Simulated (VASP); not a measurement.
# Ga (I4_1/amd) in VASP: a series of runs

The runs below take Ga through single point, relaxation of cell and atoms, with PBE.

Everything below comes from runs of VASP 6.6.1. Logs are shortened: lines on timing, memory, paths and dates and some standing lists are left out, and cuts for length are marked.

### Step 1. The cell of the first run

Symmetry: I4_1/amd, No. 141, tetragonal system. The conventional cell has a = 3.993 Å, b = 3.993 Å, c = 2.089 Å, α = 90.00°, β = 90.00°, γ = 90.00°. Within 2.7 Å of Ga (site symmetry -4m2) lie 10 Ga at 2.06 to 2.54 Å.

### Step 2. Single point, PBE

INCAR reads:

```
PREC = Accurate
ENCUT = 520
EDIFF = 1E-7
ISMEAR = -1
SIGMA = 0.05
LREAL = F
LASPH = T
NELM = 80
ALGO = Normal
ISIF = 2
LWAVE = F
LCHARG = F
GGA = PE
NBANDS = 20
```

KPOINTS reads:

```
regular mesh
0
Gamma
  20 20 20
```

POSCAR reads:

```
Ga
1.0
   -1.9964601513      1.9964601513      1.0446023989
    1.9964601513     -1.9964601513      1.0446023989
    1.9964601513      1.9964601513     -1.0446023989
Ga
2
Direct
   -0.3750000000     -0.1250000000     -0.2500000000
    0.3750000000      0.1250000000      0.2500000000
```

Potentials or basis: VASP PAW PBE potentials, release 64 (Ga_d).

Started as:

```
$ cat potpaw_PBE.64/Ga_d/POTCAR > POTCAR
$ mpirun -np 1 vasp_std > vasp.out
```

OUTCAR:

```text
PREC = Accurate
   ENCUT = 520
   EDIFF = 1E-7
   ISMEAR = -1
   LREAL = F
   LASPH = T
   NELM = 80
   ISIF = 2
   GGA = PE

 ion  position               nearest neighbor table
   1  0.625  0.875  0.750-   2 2.06   2 2.06   2 2.06   2 2.06   2 2.54   2 2.54   2 2.54   2 2.54

   2  0.375  0.125  0.250-   1 2.06   1 2.06   1 2.06   1 2.06   1 2.54   1 2.54   1 2.54   1 2.54

  LATTYP: Found a body centered tetragonal cell.
 ALAT       =     3.9929203026
 C/A-ratio  =     0.5232272721

  Lattice vectors:

 A1 = (  -1.9964601513,   1.9964601513,   1.0446023989)
 A2 = (   1.9964601513,  -1.9964601513,   1.0446023989)
 A3 = (   1.9964601513,   1.9964601513,  -1.0446023989)

Analysis of symmetry for initial positions (statically):
=====================================================================
 Subroutine PRICEL returns:
 Original cell was already a primitive cell.

 Routine SETGRP: Setting up the symmetry group for a
 body centered tetragonal supercell.

 Subroutine GETGRP returns: Found 16 space group operations
 (whereof  4 operations were pure point group operations)
 out of a pool of 16 trial point group operations.

The static configuration has the point symmetry C_2h.
 The point group associated with its full space group is D_4h.

Analysis of symmetry for dynamics (positions and initial velocities):
=====================================================================
 Subroutine PRICEL returns:
 Original cell was already a primitive cell.

 Routine SETGRP: Setting up the symmetry group for a
 body centered tetragonal supercell.

 Subroutine GETGRP returns: Found 16 space group operations
 (whereof  4 operations were pure point group operations)
 out of a pool of 16 trial point group operations.

The dynamic configuration has the point symmetry C_2h.
 The point group associated with its full space group is D_4h.

 Subroutine INISYM returns: Found 16 space group operations
 (whereof  4 operations are pure point group operations),
 and found     1 'primitive' translations

----------------------------------------------------------------------------------------

                                     Primitive cell

  volume of cell :      16.6545
[... 80 lines left out ...]
   PREC   = accura    normal or accurate (medium, high low for compatibility)
   ISTART =      0    job   : 0-new  1-cont  2-samecut
   ICHARG =      2    charge: 1-file 2-atom 10-const
   ISPIN  =      1    spin polarized calculation?
   LNONCOLLINEAR =      F non collinear calculations
   LSORBIT =      F    spin-orbit coupling
   LASPH  =      T    aspherical Exc in radial PAW
   ENCUT  =  520.0 eV  38.22 Ry    6.18 a.u.   5.60  5.60  5.60*2*pi/ulx,y,z
   NELM   =     80;   NELMIN=  2; NELMDL= -5     # of ELM steps
   EDIFF  = 0.1E-06   stopping-criterion for ELM
   LREAL  =      F    real-space projection
   EDIFFG = 0.1E-05   stopping-criterion for IOM
   NSW    =      0    number of steps for IOM
   IBRION =     -1    ionic relax: 0-MD 1-quasi-New 2-CG
   NFREE  =      0    steps in history (QN), initial steepest desc. (CG)
   ISIF   =      2    stress and relaxation
   ISYM   =      2    0-nonsym 1-usesym 2-fastsym
   POTIM  = 0.5000    time-step for ionic-motion
   TEBEG  =    0.0;   TEEND  =   0.0 temperature during run
   PSTRESS=    0.0 pullay stress
   NELECT =      26.0000    total number of electrons
   NUPDOWN=      -1.0000    fix difference up-down
   EMIN   =  10.00;   EMAX   =-10.00  energy-range for DOS
   EFERMI =   0.00;   METHOD = LEGACY
   ISMEAR =    -1;   SIGMA  =   0.05  broadening in eV -4-tet -1-fermi 0-gaus
   EFERMI_NEDOS =   21; number of points for ismear=-14 and -15
   IALGO  =     38    algorithm
   IMIX   =      4    mixing-type and parameters
     AMIX     =   0.40;   BMIX     =  1.00
     AMIX_MAG =   1.60;   BMIX_MAG =  1.00
  volume/ion in A,a.u.               =       8.33        56.20
  Fermi-wavevector in a.u.,A,eV,Ry     =   1.899132  3.588839 49.072171  3.606703
  Thomas-Fermi vector in A             =   2.938539
   LORBIT       =      0    0 simple, 1 ext, 2 COOP (PROOUT), +10 PAW based schemes
   GGA     = PE    functional components
   LHFCALC =     F    Hartree Fock is set to
   AEXX    =    0.0000 exact exchange contribution
   IVDW    =     0    specifies the selected vdW correction
   LEPSILON=     F    determine dielectric tensor
   LRPA    =     F    only Hartree local field effects (RPA)
 non-spin polarized calculation
  energy-cutoff  :      520.00
  volume of cell :       16.65
 maximum number of plane-waves:       464
   NGX = 11   NGY = 11   NGZ = 11

 number of electron      25.9999992 magnetization

 Free energy of the ion-electron system (eV)
  ---------------------------------------------------
  ext. energy  EPLUGINS =         0.00000000
  ---------------------------------------------------
  free energy    TOTEN  =         4.75623993 eV

  energy without entropy =        4.76133859  energy(sigma->0) =        4.75878926

 E-fermi :  16.9039     XC(G=0): -15.8168

 val. band max:       16.8973819857   @ k =  -0.4500   0.1500  -0.0000
 cond. band min:      16.9058518004   @ k =  -0.3000  -0.4000   0.2000
 fundamental gap:      0.0084698147
 Fermi energy:        16.9038878503

 k-point     1 :       0.0000    0.0000    0.0000
  band No.  band energies     occupation
      1      -2.9706      2.00000
      2      -2.0796      2.00000
      3      -1.9230      2.00000
      4      -1.6034      2.00000
      5      -1.4617      2.00000
      6       0.2996      2.00000
[... 541 lines left out ...]
     19      31.1108      0.00000
     20      34.5012      0.00000

 [... further k-points ...]

------------------------ aborting loop because EDIFF is reached ----------------------------------------

  FORCE on cell =-STRESS in cart. coord.  units (eV):
  Direction    XX          YY          ZZ          XY          YZ          ZX
  --------------------------------------------------------------------------------------
  -------------------------------------------------------------------------------------
  Total       34.7551505     34.7551505     34.7021792      0.0000000      0.0000000      0.0000000
  in kB     3343.4701681   3343.4701681   3338.3742997      0.0000000      0.0000000      0.0000000
  external PRESSURE =    3341.7715453 kB  Pullay stress =       0.0000000 kB

 VOLUME and BASIS-vectors are now :
 -----------------------------------------------------------------------------
  energy-cutoff  :      520.00
  volume of cell :       16.65
      direct lattice vectors                 reciprocal lattice vectors
    -1.996460151  1.996460151  1.044602399     0.000000000  0.250443266  0.478651016
     1.996460151 -1.996460151  1.044602399     0.250443266  0.000000000  0.478651016
     1.996460151  1.996460151 -1.044602399     0.250443266  0.250443266  0.000000000

 POSITION                                       TOTAL-FORCE (eV/Angst)
 -----------------------------------------------------------------------------------
      1.99646      0.99823      0.78345        -0.000000      0.000000     -0.000000
      0.00000      0.99823      0.26115         0.000000     -0.000000      0.000000
 -----------------------------------------------------------------------------------
    total drift:                               -0.000000      0.000000      0.000000

  FREE ENERGIE OF THE ION-ELECTRON SYSTEM (eV)
  ---------------------------------------------------
  free  energy   TOTEN  =         4.7562399264 eV

  energy  without entropy=        4.7613385920  energy(sigma->0) =        4.75878926
```

OSZICAR:

```text
N       E                     dE             d eps       ncg     rms          rms(c)
DAV:   1     0.125392606833E+03    0.12539E+03   -0.12024E+04 30644   0.293E+03
DAV:   2     0.122039046635E+02   -0.11319E+03   -0.10899E+03 25904   0.383E+02
DAV:   3     0.456963623647E+01   -0.76343E+01   -0.75957E+01 28456   0.874E+01
DAV:   4     0.449224405855E+01   -0.77392E-01   -0.77355E-01 29132   0.914E+00
DAV:   5     0.449101285044E+01   -0.12312E-02   -0.12312E-02 31160   0.110E+00    0.419E+00
DAV:   6     0.461823901784E+01    0.12723E+00   -0.97918E-02 35500   0.105E+01    0.225E+00
DAV:   7     0.474986019903E+01    0.13162E+00   -0.62702E-02 35032   0.627E+00    0.303E-01
DAV:   8     0.475626867050E+01    0.64085E-02   -0.15967E-02 31608   0.254E+00    0.455E-02
DAV:   9     0.475615317234E+01   -0.11550E-03   -0.11837E-03 37200   0.588E-01    0.440E-02
DAV:  10     0.475623754970E+01    0.84377E-04   -0.88311E-05 35880   0.172E-01    0.281E-03
DAV:  11     0.475623957962E+01    0.20299E-05   -0.91739E-06 32300   0.640E-02    0.162E-03
DAV:  12     0.475623998853E+01    0.40891E-06   -0.64570E-07 29868   0.711E-03    0.259E-04
DAV:  13     0.475623992638E+01   -0.62159E-07   -0.18748E-08 18120   0.355E-03
   1 F= 0.47562399E+01 E0= 0.47587893E+01  d E =-.509867E-02
```

It took 2.6 min on 1 thread of Intel Xeon 6975P-C (Granite Rapids), shared host; peak memory 0.28 GiB.

What came out:

- Free energy: 4.7562 eV
- Pressure: 334.2 GPa
- Band gap on the k mesh: zero (bands 13 and 14 overlap by 12.64 eV)

Stress tensor (GPa, compression positive):
```
334.35   0.00   0.00
  0.00 334.35   0.00
  0.00   0.00 333.84
```

Caveat: the cell stands under pressure.

### Step 3. Single point, PBE

INCAR reads:

```
SYSTEM = Ga
  ALGO = Normal
  EDIFF = 1E-6
  ENCUT = 520
  GGA = PE
  ISIF = 2
  ISMEAR = -1
  LASPH = .TRUE.
  LCHARG = .FALSE.
  LREAL = .FALSE.
  LWAVE = .FALSE.
  NBANDS = 20
  NELM = 60
  PREC = Accurate
  SIGMA = 0.05
```

KPOINTS reads:

```
k-points
0
G
  20 20 20
  0 0 0
```

POSCAR reads:

```
Ga
1.0
   -1.9967022976      1.9967022976      1.0446038260
    1.9967022976     -1.9967022976      1.0446038260
    1.9967022976      1.9967022976     -1.0446038260
Ga
2
Direct
   -0.3750000000     -0.1250000000     -0.2500000000
    0.3750000000      0.1250000000      0.2500000000
```

Potentials or basis: VASP PAW PBE potentials, release 64 (Ga_d).

Started as:

```
$ cat potpaw_PBE.64/Ga_d/POTCAR > POTCAR
$ mpirun -np 1 vasp_std > vasp.out
```

Run time: 2.4 min. Hardware: 1 thread of Intel Xeon 6975P-C (Granite Rapids), shared host; peak memory 0.28 GiB.

The run converged. Its results:

- Free energy: 4.7478 eV
- Pressure: 334.0 GPa
- Band gap on the k mesh: zero (bands 13 and 14 overlap by 12.64 eV)

Stress tensor (GPa, compression positive):
```
334.18   0.00   0.00
  0.00 334.18   0.00
  0.00   0.00 333.80
```

Levels at points of the mesh, in eV from the Fermi level:
| k point | band 9 | band 10 | band 11 | band 12 | band 13 | band 14 | band 15 | band 16 | band 17 | band 18 |
| --- | --- | --- | --- | --- | --- | --- | --- | --- | --- | --- |
| (0.00, 0.00, 0.00) | -16.57 | -16.08 | -15.58 | -2.27 | -2.27 | 4.29 | 4.64 | 16.95 | 16.95 | 21.13 |
| (0.50, 0.00, 0.00) | -16.12 | -15.87 | -8.80 | -5.74 | -0.24 | 0.60 | 4.68 | 4.78 | 10.57 | 14.53 |
| (0.50, 0.50, 0.00) | -16.31 | -16.31 | -14.08 | -14.08 | 4.18 | 4.18 | 7.66 | 7.66 | 18.33 | 18.33 |
| (0.50, 0.50, 0.50) | -16.50 | -16.50 | -10.46 | -10.46 | -7.11 | -7.11 | 16.39 | 16.39 | 25.34 | 25.34 |

Caveat: the cell stands under pressure.

### Step 4. Relaxation of cell and atoms, PBE, target pressure 330 GPa, at which the enthalpy is minimised

This run uses another cell than the first one, of 8.12 Å³/atom.

INCAR reads:

```
SYSTEM = Ga
ALGO = Normal
EDIFF = 1E-6
EDIFFG = -0.005
ENCUT = 600
GGA = PE
IBRION = 2
ISIF = 3
ISMEAR = -1
LASPH = .TRUE.
LCHARG = .FALSE.
LREAL = .FALSE.
LWAVE = .FALSE.
NELM = 80
NSW = 60
PREC = Accurate
PSTRESS = 3300.0
SIGMA = 0.05
```

KPOINTS is that of step 3.

POSCAR reads:

```
Ga
1.0
   -1.9471864750      1.9471864750      1.0709525613
    1.9471864750     -1.9471864750      1.0709525613
    1.9471864750      1.9471864750     -1.0709525613
Ga
2
Direct
   -0.3750000000     -0.1250000000     -0.2500000000
    0.3750000000      0.1250000000      0.2500000000
```

Started as:

```
$ cat potpaw_PBE.64/Ga_d/POTCAR > POTCAR
$ mpirun -np 1 vasp_std > vasp.out
```

Run time: 11 min. Hardware: 1 thread of Intel Xeon Platinum 8124M at 3.00GHz (Skylake/Cascade Lake), shared host; peak memory 0.32 GiB.

The run converged. Its results:

```
Free energy                                                : 4.6345 eV
Relaxed volume                                             : 8.36 Å³/atom
Relaxed cell                                               : a = 3.014 Å, b = 3.014 Å, c = 3.014 Å, α = 96.91°, β = 96.91°, γ = 139.41°
Space group after relaxing (to 0.1 Å)                      : I4_1/amd (No. 141)
Energy change on relaxing (the run minimises the enthalpy) : -559.1 meV/atom
Ionic steps                                                : 11
Pressure after relaxing                                    : 330.0 GPa
Band gap on the k mesh                                     : zero (bands 13 and 14 overlap by 12.63 eV)
```

Step by step:
| step | energy change (eV) | largest force (eV/Å) | pressure (GPa) | volume (Å³) |
| --- | --- | --- | --- | --- |
| 1 | 0.0000 | 0.0000 | 367.46 | 16.24 |
| 2 | -6.8357 | 0.0000 | 144.48 | 21.01 |
| 3 | -1.6881 | 0.0000 | 310.76 | 17.01 |
| 4 | -1.4369 | 0.0000 | 318.64 | 16.89 |
| 5 | -0.1781 | 0.0000 | 360.76 | 16.35 |
| 6 | -1.1325 | 0.0000 | 329.49 | 16.72 |
| 7 | -1.1165 | 0.0000 | 329.97 | 16.71 |
| 8 | -1.1091 | 0.0000 | 330.32 | 16.71 |
| 9 | -1.1597 | 0.0000 | 328.42 | 16.73 |
| 10 | -1.1168 | 0.0000 | 330.08 | 16.71 |
| 11 | -1.1183 | 0.0000 | 329.95 | 16.71 |

Final structure:
```
CELL_PARAMETERS angstrom
-1.99919 1.99919 1.04543
1.99919 -1.99919 1.04543
1.99919 1.99919 -1.04543
ATOMIC_POSITIONS crystal
Ga 0.62500 0.87500 0.75000
Ga 0.37500 0.12500 0.25000
```

Levels at points of the mesh, in eV from the Fermi level:
| k point | band 10 | band 11 | band 12 | band 13 | band 14 | band 15 | band 16 | band 17 |
| --- | --- | --- | --- | --- | --- | --- | --- | --- |
| (0.00, 0.00, 0.00) | -16.06 | -15.57 | -2.27 | -2.27 | 4.29 | 4.60 | 16.91 | 16.91 |
| (0.50, 0.00, 0.00) | -15.85 | -8.77 | -5.73 | -0.24 | 0.60 | 4.68 | 4.76 | 10.56 |
| (0.50, 0.50, 0.00) | -16.29 | -14.06 | -14.06 | 4.16 | 4.16 | 7.64 | 7.64 | 18.32 |
| (0.50, 0.50, 0.50) | -16.49 | -10.43 | -10.43 | -7.11 | -7.11 | 16.37 | 16.37 | 25.30 |

Caveat: the cell is relaxed towards a set pressure, so the run minimises the enthalpy, not the energy.

### Step 5. Relaxation of cell and atoms, PBE, target pressure 330 GPa, at which the enthalpy is minimised

INCAR reads:

```
SYSTEM = Ga
ALGO = Normal
EDIFF = 1E-7
EDIFFG = -0.005
ENCUT = 600
GGA = PE
IBRION = 2
ISIF = 3
ISMEAR = -1
LASPH = .True.
LCHARG = .False.
LREAL = .False.
LWAVE = .False.
NELM = 100
NSW = 32
PREC = Accurate
PSTRESS = 3300.0
SIGMA = 0.05
```

KPOINTS reads:

```
k-points
0
Gamma
  20 20 20
  0 0 0
```

POSCAR reads:

```
Ga
1.0
   -1.9964601513      1.9964601513      1.0446023989
    1.9964601513     -1.9964601513      1.0446023989
    1.9964601513      1.9964601513     -1.0446023989
Ga
2
Direct
   -0.3750000000     -0.1250000000     -0.2500000000
    0.3750000000      0.1250000000      0.2500000000
```

Started as:

```
$ cat potpaw_PBE.64/Ga_d/POTCAR > POTCAR
$ mpirun -np 1 vasp_std > vasp.out
```

Wall time 8.1 min (1 thread of Intel Xeon Platinum 8124M at 3.00GHz (Skylake/Cascade Lake), shared host); peak memory 0.31 GiB.

The run converged. Its results:

| Property | Result |
| --- | --- |
| Free energy | 4.6367 eV |
| Relaxed volume | 8.36 Å³/atom |
| Relaxed cell | a = 3.014 Å, b = 3.014 Å, c = 3.014 Å, α = 96.91°, β = 96.91°, γ = 139.41° |
| Space group after relaxing (to 0.1 Å) | I4_1/amd (No. 141) |
| Energy change on relaxing (the run minimises the enthalpy) | -59.7 meV/atom |
| Ionic steps | 8 |
| Pressure after relaxing | 330.0 GPa |
| Band gap on the k mesh | zero (bands 13 and 14 overlap by 12.63 eV) |

Step by step:
```tsv
step	energy change (eV)	largest force (eV/Å)	pressure (GPa)	volume (Å³)
1	0.0000	0.0000	334.07	16.65
2	-1.0180	0.0000	299.81	17.17
3	-0.1213	0.0000	329.99	16.71
4	-0.1237	0.0000	329.87	16.71
5	-0.0952	0.0000	330.78	16.70
6	-0.1168	0.0000	330.10	16.71
7	-0.1258	0.0000	329.79	16.72
8	-0.1194	0.0000	329.99	16.71
```

Final structure:
```xyz
2
Lattice="-1.9991 1.9991 1.0455 1.9991 -1.9991 1.0455 1.9991 1.9991 -1.0455" Properties=species:S:1:pos:R:3 pbc="T T T"
Ga    1.9991    0.9995    0.7841
Ga    0.0000    0.9995    0.2614
```

Levels at points of the mesh, in eV from the Fermi level:
```tsv
k point	band 10	band 11	band 12	band 13	band 14	band 15	band 16	band 17
(0.00, 0.00, 0.00)	-16.06	-15.57	-2.27	-2.27	4.29	4.61	16.92	16.92
(0.50, 0.00, 0.00)	-15.85	-8.77	-5.73	-0.24	0.60	4.68	4.76	10.56
(0.50, 0.50, 0.00)	-16.29	-14.06	-14.06	4.16	4.16	7.64	7.64	18.32
(0.50, 0.50, 0.50)	-16.49	-10.43	-10.43	-7.11	-7.11	16.37	16.37	25.31
```

Caveat: the cell is relaxed towards a set pressure, so the run minimises the enthalpy, not the energy.

### Step 6. The runs side by side

```tsv
task	cell	cutoff (eV)	gap on the mesh (eV)	pressure (GPa)
single point	a = 3.010 Å, angles 96.9, 96.9, 139.4°, 2 atoms	520	none	334.2
single point	a = 3.011 Å, angles 96.9, 96.9, 139.4°, 2 atoms	520	none	334.0
relaxation of cell and atoms	relaxed to 330 GPa from a = 2.955 Å, angles 97.5, 97.5, 137.5°, 2 atoms	600	none	330.0
relaxation of cell and atoms	relaxed to 330 GPa from a = 3.010 Å, angles 96.9, 96.9, 139.4°, 2 atoms	600	none	330.0
```

Alike in all rows: level PBE; potentials or basis VASP PAW PBE potentials, release 64 (Ga_d); no spin polarisation; k mesh 20 × 20 × 20; smearing fermi-dirac 0.05 eV.

Caveats: the cell stands under pressure (at least some runs); the cell is relaxed towards a set pressure, so the run minimises the enthalpy, not the energy (at least some runs).

Total energies depend on the potentials used, so only differences within one code and one set of settings carry meaning.
